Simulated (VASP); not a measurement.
# Ti (I4/mmm) in VASP: a series of runs

Ti is run at these levels: r2SCAN; tasks: single point.

Program: VASP 6.6.1. These are calculated values, not measurements. Logs are shortened: lines on timing, memory, paths and dates and some standing lists are left out, and cuts for length are marked.

### Step 1. The cell of the first run

The structure is tetragonal, space group I4/mmm (No. 139). Conventional cell: a = 3.170 Å, b = 3.170 Å, c = 3.414 Å, α = 90.00°, β = 90.00°, γ = 90.00°. Ti (site symmetry 4/mmm) has 14 Ti at 2.82 to 3.41 Å within 3.7 Å.

### Step 2. Single point, r2SCAN (strain -0.025 along x and y, +0.050 along z)

POSCAR

```
Ti
1.0
   -1.5852474989      1.5852474989      1.7071896142
    1.5852474989     -1.5852474989      1.7071896142
    1.5852474989      1.5852474989     -1.7071896142
Ti
1
Direct
    0.0000000000      0.0000000000      0.0000000000
```

INCAR.step1

```
SYSTEM = Ti
PREC = Accurate
ENCUT = 520
ISMEAR = 0
SIGMA = 0.15
LREAL = .FALSE.
LASPH = .TRUE.
NELM = 80
NBANDS = 12
GGA = PE
ALGO = Normal
EDIFF = 1E-4
LWAVE = .TRUE.
LCHARG = .FALSE.
```

INCAR.step2

```
SYSTEM = Ti
PREC = Accurate
ENCUT = 520
EDIFF = 1E-6
ISMEAR = 0
SIGMA = 0.15
LREAL = .FALSE.
LASPH = .TRUE.
NELM = 80
ALGO = Normal
ISIF = 2
LWAVE = .FALSE.
LCHARG = .FALSE.
METAGGA = R2SCAN
LMIXTAU = .TRUE.
NBANDS = 12
ISTART = 1
```

KPOINTS

```
regular mesh
0
G
  26 26 26
  0 0 0
```

Potentials or basis: VASP PAW PBE potentials, release 64 (Ti_sv).

Launch:

```sh
cat potpaw_PBE.64/Ti_sv/POTCAR > POTCAR
cp INCAR.step1 INCAR
mpirun -np 1 vasp_std > vasp.out
cp INCAR.step2 INCAR
mpirun -np 1 vasp_std > vasp.out
```

OUTCAR:

```text
SYSTEM = Ti
   PREC = Accurate
   ENCUT = 520
   EDIFF = 1E-6
   ISMEAR = 0
   LREAL = .FALSE.
   LASPH = .TRUE.
   NELM = 80
   ISIF = 2
   METAGGA = R2SCAN
   ISTART = 1

 ion  position               nearest neighbor table
   1  0.000  0.000  0.000-

  LATTYP: Found a body centered tetragonal cell.
 ALAT       =     3.1704949978
 C/A-ratio  =     1.0769230769

  Lattice vectors:

 A1 = (  -1.5852474989,   1.5852474989,   1.7071896142)
 A2 = (   1.5852474989,  -1.5852474989,   1.7071896142)
 A3 = (   1.5852474989,   1.5852474989,  -1.7071896142)

Analysis of symmetry for initial positions (statically):
=====================================================================
 Subroutine PRICEL returns:
 Original cell was already a primitive cell.

 Routine SETGRP: Setting up the symmetry group for a
 body centered tetragonal supercell.

 Subroutine GETGRP returns: Found 16 space group operations
 (whereof 16 operations were pure point group operations)
 out of a pool of 16 trial point group operations.

The static configuration has the point symmetry D_4h.

Analysis of symmetry for dynamics (positions and initial velocities):
=====================================================================
 Subroutine PRICEL returns:
 Original cell was already a primitive cell.

 Routine SETGRP: Setting up the symmetry group for a
 body centered tetragonal supercell.

 Subroutine GETGRP returns: Found 16 space group operations
 (whereof 16 operations were pure point group operations)
 out of a pool of 16 trial point group operations.

The dynamic configuration has the point symmetry D_4h.

 Subroutine INISYM returns: Found 16 space group operations
 (whereof 16 operations are pure point group operations),
 and found     1 'primitive' translations

----------------------------------------------------------------------------------------

                                     Primitive cell

  volume of cell :      17.1607

  direct lattice vectors                    reciprocal lattice vectors
    -1.585247499  1.585247499  1.707189614     0.000000000  0.315408162  0.292879008
     1.585247499 -1.585247499  1.707189614     0.315408162  0.000000000  0.292879008
     1.585247499  1.585247499 -1.707189614     0.315408162  0.315408162  0.000000000

  length of vectors
     2.817892057  2.817892057  2.817892057     0.430418891  0.430418891  0.446054500

  position of ions in fractional coordinates (direct lattice)
     0.000000000  0.000000000  0.000000000

  ion indices of the primitive-cell ions
   primitive index   ion index
                 1           1

----------------------------------------------------------------------------------------

 KPOINTS: regular mesh

Automatic generation of k-mesh.
 Grid dimensions read from file:
 generate k-points for:   26   26   26

 Generating k-lattice:

  Cartesian coordinates                     Fractional coordinates (reciprocal lattice)
     0.000000000  0.012131083  0.011264577     0.038461538  0.000000000 -0.000000000
     0.012131083  0.000000000  0.011264577     0.000000000  0.038461538 -0.000000000
     0.012131083  0.012131083  0.000000000     0.000000000  0.000000000  0.038461538

  Length of vectors
     0.016554573  0.016554573  0.017155942

  Shift w.r.t. Gamma in fractional coordinates (k-lattice)
     0.000000000  0.000000000  0.000000000

 Subroutine IBZKPT returns following result:
 ===========================================

 Found   1330 irreducible k-points:

 Following reciprocal coordinates:
            Coordinates               Weight
  0.000000  0.000000  0.000000      1.000000
  0.038462 -0.000000  0.000000      8.000000
  0.076923 -0.000000  0.000000      8.000000
  0.115385  0.000000 -0.000000      8.000000
  0.153846 -0.000000  0.000000      8.000000
  0.192308  0.000000  0.000000      8.000000
[... 16 lines left out ...]
  0.346154  0.038462  0.000000     16.000000
  0.384615  0.038462  0.000000     16.000000
 [... further k-points ...]
   k-points           NKPTS =   1330   k-points in BZ     NKDIM =   1330   number of bands    NBANDS=     12
   number of dos      NEDOS =    301   number of ions     NIONS =      1
   total plane-waves  NPLWV =  13824
   dimension x,y,z NGX =    24 NGY =   24 NGZ =   24
   dimension x,y,z NGXF=    48 NGYF=   48 NGZF=   48
   ions per type =               1
   NGX,Y,Z   is equivalent  to a cutoff of  14.16, 14.16, 14.16 a.u.
   NGXF,Y,Z  is equivalent  to a cutoff of  28.32, 28.32, 28.32 a.u.
 SYSTEM =  Ti
   PREC   = accura    normal or accurate (medium, high low for compatibility)
   ISTART =      1    job   : 0-new  1-cont  2-samecut
   ICHARG =      0    charge: 1-file 2-atom 10-const
   ISPIN  =      1    spin polarized calculation?
   LNONCOLLINEAR =      F non collinear calculations
   LSORBIT =      F    spin-orbit coupling
   LASPH  =      T    aspherical Exc in radial PAW
   ENCUT  =  520.0 eV  38.22 Ry    6.18 a.u.   5.24  5.24  5.24*2*pi/ulx,y,z
   NELM   =     80;   NELMIN=  2; NELMDL=  0     # of ELM steps
   EDIFF  = 0.1E-05   stopping-criterion for ELM
   LREAL  =      F    real-space projection
   EDIFFG = 0.1E-04   stopping-criterion for IOM
   NSW    =      0    number of steps for IOM
   IBRION =     -1    ionic relax: 0-MD 1-quasi-New 2-CG
   NFREE  =      0    steps in history (QN), initial steepest desc. (CG)
   ISIF   =      2    stress and relaxation
   ISYM   =      2    0-nonsym 1-usesym 2-fastsym
   POTIM  = 0.5000    time-step for ionic-motion
   TEBEG  =    0.0;   TEEND  =   0.0 temperature during run
   PSTRESS=    0.0 pullay stress
   NELECT =      12.0000    total number of electrons
   NUPDOWN=      -1.0000    fix difference up-down
   EMIN   =  10.00;   EMAX   =-10.00  energy-range for DOS
   EFERMI =   0.00;   METHOD = LEGACY
   ISMEAR =     0;   SIGMA  =   0.15  broadening in eV -4-tet -1-fermi 0-gaus
   EFERMI_NEDOS =   21; number of points for ismear=-14 and -15
   IALGO  =     38    algorithm
   IMIX   =      4    mixing-type and parameters
     AMIX     =   0.40;   BMIX     =  1.00
     AMIX_MAG =   1.60;   BMIX_MAG =  1.00
  volume/ion in A,a.u.               =      17.16       115.81
  Fermi-wavevector in a.u.,A,eV,Ry     =   1.453081  2.745926 28.727961  2.111446
  Thomas-Fermi vector in A             =   2.570389
   LORBIT       =      0    0 simple, 1 ext, 2 COOP (PROOUT), +10 PAW based schemes
   METAGGA = R2SCAN    functional components
   LHFCALC =     F    Hartree Fock is set to
   AEXX    =    0.0000 exact exchange contribution
   IVDW    =     0    specifies the selected vdW correction
   LEPSILON=     F    determine dielectric tensor
   LRPA    =     F    only Hartree local field effects (RPA)
 non-spin polarized calculation
 Gauss-broadening in eV      SIGMA  =   0.15
  energy-cutoff  :      520.00
  volume of cell :       17.16
 maximum number of plane-waves:       476
 NGX is ok and might be reduce to    24
   NGX = 11   NGY = 11   NGZ = 11

 number of electron      12.0000002 magnetization

 Free energy of the ion-electron system (eV)
  ---------------------------------------------------
  ext. energy  EPLUGINS =         0.00000000
  ---------------------------------------------------
  free energy    TOTEN  =       -12.83231275 eV

  energy without entropy =      -12.80709348  energy(sigma->0) =      -12.81970312

 E-fermi :   8.2648     XC(G=0): -12.4621

 val. band max:        8.2637184013   @ k =  -0.4231   0.0769   0.0000
 cond. band min:       8.2655185662   @ k =  -0.1538   0.3077   0.1538
 fundamental gap:      0.0018001649
 Fermi energy:         8.2648047214

 k-point     1 :       0.0000    0.0000    0.0000
  band No.  band energies     occupation
      1     -50.6475      2.00000
      2     -25.4373      2.00000
      3     -25.4373      2.00000
      4     -25.4325      2.00000
      5       1.8819      2.00000
      6       9.2369      0.00000
      7       9.2369      0.00000
      8       9.8010      0.00000
      9      10.8341      0.00000
     10      11.4792      0.00000
     11      25.5650      0.00000
     12      26.9290      0.00000

 k-point     2 :       0.0385   -0.0000    0.0000
  band No.  band energies     occupation
      1     -50.6455      2.00000
      2     -25.4465      2.00000
      3     -25.4403      2.00000
      4     -25.4343      2.00000
      5       1.9342      2.00000
      6       9.2313      0.00000
      7       9.2468      0.00000
      8       9.8049      0.00000
      9      10.8149      0.00000
     10      11.4671      0.00000
     11      25.5615      0.00000
     12      26.8451      0.00000

 k-point     3 :       0.0769   -0.0000    0.0000
  band No.  band energies     occupation
      1     -50.6395      2.00000
      2     -25.4785      2.00000
      3     -25.4492      2.00000
      4     -25.4346      2.00000
      5       2.0893      2.00000
      6       9.2092      0.00000
      7       9.2579      0.00000
      8       9.8361      0.00000
      9      10.7630      0.00000
     10      11.4365      0.00000
     11      25.5145      0.00000
     12      26.6024      0.00000

 k-point     4 :       0.1154    0.0000   -0.0000
  band No.  band energies     occupation
      1     -50.6300      2.00000
      2     -25.5299      2.00000
      3     -25.4634      2.00000
      4     -25.4348      2.00000
      5       2.3421      2.00000
      6       9.1569      0.00000
      7       9.2282      0.00000
      8       9.9393      0.00000
      9      10.6973      0.00000
     10      11.3998      0.00000
     11      25.2994      0.00000
     12      26.2598      0.00000

 k-point     5 :       0.1538   -0.0000    0.0000
  band No.  band energies     occupation
      1     -50.6173      2.00000
      2     -25.5973      2.00000
      3     -25.4820      2.00000
      4     -25.4349      2.00000
      5       2.6837      2.00000
      6       9.0589      0.00000
      7       9.1400      0.00000
      8      10.1354      0.00000
      9      10.6464      0.00000
     10      11.3684      0.00000
     11      24.7591      0.00000
     12      25.9145      0.00000
[... 228 lines left out ...]
      1     -50.5601      2.00000
      2     -25.8909      2.00000
      3     -25.5668      2.00000
      4     -25.4374      2.00000
      5       4.3389      2.00000
      6       8.4789      0.04352
      7       8.6313      0.00055
      8      10.7410      0.00000
      9      11.3045      0.00000
     10      11.4145      0.00000
     11      21.3676      0.00000
     12      24.1874      0.00000

 k-point    22 :       0.3077    0.0385    0.0000
  band No.  band energies     occupation
      1     -50.5442      2.00000
      2     -25.9704      2.00000
      3     -25.5902      2.00000
      4     -25.4377      2.00000
      5       4.8058      2.00000
      6       8.4093      0.17310
      7       8.4908      0.03308
      8      10.8090      0.00000
      9      11.3922      0.00000
     10      11.7522      0.00000
     11      20.2979      0.00000
     12      23.6911      0.00000

 k-point    23 :       0.3462    0.0385    0.0000
  band No.  band energies     occupation
      1     -50.5302      2.00000
      2     -26.0401      2.00000
      3     -25.6107      2.00000
      4     -25.4382      2.00000
      5       5.1880      2.00000
      6       8.3553      0.39338
      7       8.4693      0.05384
      8      10.8496      0.00000
      9      11.4618      0.00000
     10      12.1129      0.00000
     11      19.3011      0.00000
     12      23.2525      0.00000

 k-point    24 :       0.3846    0.0385    0.0000
  band No.  band energies     occupation
      1     -50.5188      2.00000
      2     -26.0960      2.00000
      3     -25.6272      2.00000
      4     -25.4386      2.00000
      5       5.4504      2.00000
      6       8.2600      1.03636
      7       8.6301      0.00057
      8      10.8606      0.00000
      9      11.5407      0.00000
     10      12.4257      0.00000
     11      18.4388      0.00000
     12      22.8998      0.00000

 [... further k-points ...]
[... 5 lines left out ...]
  --------------------------------------------------------------------------------------
  -------------------------------------------------------------------------------------
  Total        0.0056751      0.0056751      0.2644636      0.0000000      0.0000000      0.0000000
  in kB        0.5298482      0.5298482     24.6911057      0.0000000      0.0000000      0.0000000
  external PRESSURE =       8.5836007 kB  Pullay stress =       0.0000000 kB

 VOLUME and BASIS-vectors are now :
 -----------------------------------------------------------------------------
  energy-cutoff  :      520.00
  volume of cell :       17.16
      direct lattice vectors                 reciprocal lattice vectors
    -1.585247499  1.585247499  1.707189614     0.000000000  0.315408162  0.292879008
     1.585247499 -1.585247499  1.707189614     0.315408162  0.000000000  0.292879008
     1.585247499  1.585247499 -1.707189614     0.315408162  0.315408162  0.000000000

 POSITION                                       TOTAL-FORCE (eV/Angst)
 -----------------------------------------------------------------------------------
      0.00000      0.00000      0.00000        -0.000000      0.000000     -0.000000
 -----------------------------------------------------------------------------------
    total drift:                                0.000000      0.000000     -0.000000

  FREE ENERGIE OF THE ION-ELECTRON SYSTEM (eV)
  ---------------------------------------------------
  free  energy   TOTEN  =       -12.8323127545 eV

  energy  without entropy=      -12.8070934828  energy(sigma->0) =      -12.81970312
```

Wall time 15 min (1 thread of Intel Xeon 8259CL, shared host); peak memory 0.37 GiB.

What came out:

| Quantity | Value |
| --- | --- |
| Free energy | -12.8323 eV |
| Pressure | 0.9 GPa |
| Band gap on the k mesh | zero (bands 6 and 7 overlap by 1.81 eV) |

Caveat: the cell differs from its parent crystal (strain -0.025 along x and y, +0.050 along z); the PAW data sets were made with another functional, which shifts forces and pressure a little.

### Step 3. Single point, r2SCAN (strain +0.025 along x and y, -0.050 along z)

POSCAR

```
Ti
1.0
   -1.6665422425      1.6665422425      1.5446001272
    1.6665422425     -1.6665422425      1.5446001272
    1.6665422425      1.6665422425     -1.5446001272
Ti
1
Direct
    0.0000000000      0.0000000000      0.0000000000
```

INCAR.step1

```
SYSTEM = Ti
PREC = Accurate
ENCUT = 520
ISMEAR = 0
SIGMA = 0.15
LREAL = .False.
LASPH = .True.
NELM = 80
NBANDS = 12
GGA = PE
ALGO = Normal
EDIFF = 1E-4
LWAVE = .True.
LCHARG = .False.
```

INCAR.step2

```
SYSTEM = Ti
PREC = Accurate
ENCUT = 520
EDIFF = 1E-6
ISMEAR = 0
SIGMA = 0.15
LREAL = .False.
LASPH = .True.
NELM = 80
ALGO = Normal
ISIF = 2
LWAVE = .False.
LCHARG = .False.
METAGGA = R2SCAN
LMIXTAU = .True.
NBANDS = 12
ISTART = 1
```

KPOINTS

```
Automatic mesh
0
Gamma
  26 26 26
  0 0 0
```

Potentials or basis: VASP PAW PBE potentials, release 64 (Ti_sv).

Launch:

```sh
cat potpaw_PBE.64/Ti_sv/POTCAR > POTCAR
cp INCAR.step1 INCAR
mpirun -np 1 vasp_std > vasp.out
cp INCAR.step2 INCAR
mpirun -np 1 vasp_std > vasp.out
```

It took 12 min on 1 thread of Intel Xeon 8259CL, shared host; peak memory 0.37 GiB.

The run converged. Its results:

| Property | Result |
| --- | --- |
| Free energy | -12.8340 eV |
| Pressure | 0.7 GPa |
| Band gap on the k mesh | zero (bands 6 and 7 overlap by 1.81 eV) |

Stress tensor (GPa, compression positive):
```
 1.54  0.00  0.00
 0.00  1.54  0.00
 0.00  0.00 -0.87
```

Levels at points of the mesh, in eV from the Fermi level:
| k point | band 2 | band 3 | band 4 | band 5 | band 6 | band 7 | band 8 | band 9 | band 10 | band 11 |
| --- | --- | --- | --- | --- | --- | --- | --- | --- | --- | --- |
| (0.00, 0.00, 0.00) | -33.69 | -33.69 | -33.69 | -6.38 | 0.74 | 1.38 | 1.38 | 2.53 | 3.27 | 17.69 |
| (0.50, 0.00, 0.00) | -34.42 | -33.92 | -33.72 | -2.62 | -0.59 | 1.20 | 2.98 | 3.59 | 4.52 | 9.51 |
| (0.50, 0.50, 0.00) | -34.42 | -33.88 | -33.67 | -2.64 | 0.16 | 0.62 | 2.47 | 3.15 | 4.48 | 8.91 |
| (0.50, 0.50, 0.50) | -34.21 | -34.21 | -34.11 | -2.41 | -2.23 | 4.14 | 4.14 | 4.23 | 8.08 | 8.08 |

Caveat: the cell differs from its parent crystal (strain +0.025 along x and y, -0.050 along z); the PAW data sets were made with another functional, which shifts forces and pressure a little.
